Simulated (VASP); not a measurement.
Here is a VASP 6.6.1 calculation.

Contents of INCAR:

```
  ALGO = Normal
  EDIFF = 1E-7
  ENCUT = 520
  GGA = PE
  ISIF = 2
  ISMEAR = 0
  ISPIN = 2
  LASPH = T
  LCHARG = T
  LELF = T
  LMAXMIX = 4
  LORBIT = 11
  LREAL = F
  LVHAR = T
  LWAVE = F
  MAGMOM = 2 2 2 2
  NBANDS = 30
  NELM = 150
  PREC = Accurate
  SIGMA = 0.027000000000000003
```

The input KPOINTS:

```
k-points
0
Gamma
  12 12 4
```

Contents of POSCAR:

```
Co
1.0
    2.4705617809      0.0000000000      0.0000000000
   -1.2352808905      2.1395692639      0.0000000000
    0.0000000000      0.0000000000      8.0882338000
Co
4
Direct
    0.6666666667      0.3333333333      0.7500000000
    0.0000000000      0.0000000000      0.5000000000
    0.3333333333      0.6666666667      0.2500000000
    0.0000000000      0.0000000000      0.0000000000
```

Potentials or basis: VASP PAW PBE potentials, release 64 (Co).

Launch:

```sh
$ cat potpaw_PBE.64/Co/POTCAR > POTCAR
$ mpirun -np 1 vasp_std > vasp.out
```

Task: Predict the site moments.

Result: Co +1.67, +1.65 (each value once) μB.

Task: Predict the net moment.

Result: 6.58 μB per cell.

Task: Estimate the pressure.

Result: 3.8 GPa.

Stress tensor (GPa, compression positive):
```
5.25 0.00 0.00
0.00 5.25 0.00
0.00 0.00 0.90
```

Caveat: the cell stands under pressure.
